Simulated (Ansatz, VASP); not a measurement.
One calculation of ZnGeO3, two programs

```
Zn Ge O
1.0
     2.51463    1.45182    4.36338
    -2.51463    1.45182    4.36338
     0.00000   -2.90364    4.36338
Zn Ge O
2 2 6
Direct
  0.75052 0.75052 0.75052
  0.25052 0.25052 0.25052
  0.50052 0.50052 0.50052
  0.00052 0.00052 0.00052
  0.86968 0.25052 0.63136
  0.63136 0.86968 0.25052
  0.25052 0.63136 0.86968
  0.36968 0.13136 0.75052
  0.75052 0.36968 0.13136
  0.13136 0.75052 0.36968
```

Change from the starting cell: polar distortion scaled by 0.00.

Alike in both runs: task single point; functional LDA; k mesh 9 × 9 × 9; no spin polarisation.

|  | VASP | Ansatz |
| --- | --- | --- |
| version | VASP 6.6.1 | Ansatz 0.2.0 |
| potentials or method | VASP PAW LDA potentials, release 64 (Zn, Ge_d, O), cutoff 600 eV | scalar-relativistic, plane waves, PAW |
| occupations | gaussian, width 0.01 eV | fixed |
| valence electrons in the cell | 88 | 88 |

|  | VASP | Ansatz | Ansatz less VASP |
| --- | --- | --- | --- |
| gap on the k mesh at the Fermi level (eV) | 1.72 | 1.70 | -0.020 |
| least direct gap on the mesh (eV) | 1.72 | 1.70 | -0.020 |
| pressure (GPa) | -6.2 | -7.4 | -1.16 |
| traceless stress, the component that is largest in VASP (GPa) | -1.78 | -1.28 | +0.499 |
| rms of the force components (eV/Å) | 0.004 | 0.020 | +0.0157 |

Ansatz warns that its potentials were made for another functional, while VASP's fit it. LDA's correlation is that of Perdew and Zunger in VASP and of Perdew and Wang (1992) in Ansatz. Atom by atom the forces differ by 0.016 eV/Å (rms over components).
